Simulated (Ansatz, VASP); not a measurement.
FeO: VASP beside Ansatz

```
CELL_PARAMETERS angstrom
1.50863 0.87101 2.50267
-1.50863 0.87101 2.50267
0.00000 -1.74201 2.50267
ATOMIC_POSITIONS crystal
Fe 0.00000 0.00000 0.00000
O 0.50000 0.50000 0.50000
```

Alike in both runs: task single point; functional LDA; k mesh 11 × 11 × 11; occupations fermi-dirac, width 0.05 eV; collinear spin.

|  | VASP | Ansatz |
| --- | --- | --- |
| version | VASP 6.6.1 | Ansatz 0.2.0 |
| potentials or method | VASP PAW LDA potentials, release 64 (Fe, O) | Ansatz PAW |
| plane-wave cutoff (eV) | 520 | 420 |
| valence electrons in the cell | 14 | 22 |

```csv
,VASP,Ansatz,Ansatz less VASP
gap on the k mesh at the Fermi level (eV),none,none,-
pressure (GPa),-13.1,-13.2,-0.08
"traceless stress, the component that is largest in VASP (GPa)",-0.70,-0.70,+0.005
net moment per atom (μB),1.99,2.00,+0.009
size of the moment on the site where the two differ most (μB),3.56,3.41,-0.150
```

LDA's correlation is that of Perdew and Zunger in VASP and of Perdew and Wang (1992) in Ansatz. Site moments also hang on the region over which each program counts them. A gap of «none» marks a metal or a gap that the smearing closes. VASP's potentials hold 14 valence electrons a cell and Ansatz's 22, so a difference there can come from the potentials and not from the codes.
